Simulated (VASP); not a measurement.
Here is a VASP 6.6.1 calculation.

The input INCAR:

```
SYSTEM = Bi2Se3
PREC = Accurate
ENCUT = 520
EDIFF = 1E-6
ISMEAR = -1
SIGMA = 0.05
LREAL = .False.
LASPH = .True.
NELM = 100
ALGO = Normal
ISIF = 2
LWAVE = .False.
LCHARG = .False.
GGA = RP
NBANDS = 32
```

Contents of KPOINTS:

```
Automatic mesh
0
Gamma
  8 8 8
  0 0 0
```

POSCAR

```
Bi2Se3
1.0
    2.1166268836      1.2220351010     11.9839112573
   -2.1166268836      1.2220351010     11.9839112573
    0.0000000000     -2.4440702020     11.9839112573
Bi Se
2 3
Direct
    0.6118666782      0.6118666782      0.6118666782
    0.3881333218      0.3881333218      0.3881333218
    0.7648346241      0.7648346241      0.7648346241
    0.2351653759      0.2351653759      0.2351653759
    0.0000000000      0.0000000000      0.0000000000
```

Potentials or basis: VASP PAW PBE potentials, release 64 (Bi_d, Se).

Run with:

```bash
$ cat potpaw_PBE.64/Bi_d/POTCAR potpaw_PBE.64/Se/POTCAR > POTCAR
$ mpirun -np 1 vasp_std > vasp.out
```

**Question.** Estimate the band gap on the k mesh.

**Answer.** 0.90 eV (least direct gap 1.18 eV).

**Question.** What does it give for the largest force?

**Answer.** 0.008 eV/Å.

**Question.** What does it give for the pressure?

**Answer.** 0.0 GPa.

Forces on the atoms (eV/Å):
```
Bi   0.000  0.000  0.006
Bi   0.000  0.000 -0.006
Se   0.000  0.000  0.008
Se   0.000  0.000 -0.008
Se   0.000  0.000  0.000
```

Caveat: the PAW data sets were made with another functional, which shifts forces and pressure a little; spin-orbit coupling is left out, which moves the levels of the heavy elements. RPBE gaps usually lie below the measured ones, often by a third to a half.
